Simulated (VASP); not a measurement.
Input of a VASP 6.6.1 run:

File INCAR:

```
SYSTEM = AlNi3
PREC = Accurate ; ENCUT = 520
EDIFF = 1E-6 ; ISMEAR = 0
SIGMA = 0.15 ; LREAL = .FALSE.
LASPH = .TRUE. ; NELM = 150
ALGO = Normal ; ISIF = 2
LWAVE = .FALSE. ; LCHARG = .FALSE.
ISPIN = 2 ; MAGMOM = 0 1 1 1
LORBIT = 11 ; NUPDOWN = 3.0
LMAXMIX = 4 ; GGA = PE
NBANDS = 28
```

KPOINTS

```
Automatic mesh
0
G
  14 14 14
  0 0 0
```

File POSCAR:

```
AlNi3
1.0
    0.0000000000      2.7779734381      2.7779734381
    2.7779734381      0.0000000000      2.7779734381
    2.7779734381      2.7779734381      0.0000000000
Al Ni
1 3
Direct
    0.5000000000      0.5000000000      0.5000000000
    0.2500000000      0.2500000000      0.2500000000
    0.0000000000      0.0000000000      0.0000000000
    0.7500000000      0.7500000000      0.7500000000
```

Potentials or basis: VASP PAW PBE potentials, release 64 (Al, Ni).

Command:

```sh
$ cat potpaw_PBE.64/Al/POTCAR potpaw_PBE.64/Ni/POTCAR > POTCAR
$ mpirun -np 1 vasp_std > vasp.out
```

Task: What does it give for the pressure?

Result: 20.1 GPa.

Caveat: the cell stands under pressure; the total moment is fixed, so each spin has its own Fermi level and the state may be an excited one.
